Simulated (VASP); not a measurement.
Runs of VASP 6.6.1 on TlCl. The structure is that of space group Pm-3m (No. 221), or close to it. The cells are those of the table. 

```tsv
task	cell	cutoff (eV)	gap on the mesh (eV)	pressure (GPa)
electric field gradients	a = 3.834 Å, 2 atoms	400	2.08	1.2
single point	a = 3.884 Å, 2 atoms	500	(a)	0.2
single point	a = 3.808 Å, 2 atoms	500	2.03	1.8
single point	a = 3.834 Å, 2 atoms	500	2.08	1.2
```

Alike in all rows: level PBE; potentials or basis VASP PAW PBE potentials, release 64 (Tl_d, Cl); no spin polarisation; k mesh 8 × 8 × 8; smearing fermi-dirac 0.02 eV.

Task: Fill in the values left out.

Result: (a) 2.18.

Caveats: spin-orbit coupling is left out, which moves the levels of the heavy elements.

A k mesh can miss the band edges, and the runs leave out spin-orbit coupling on Tl.
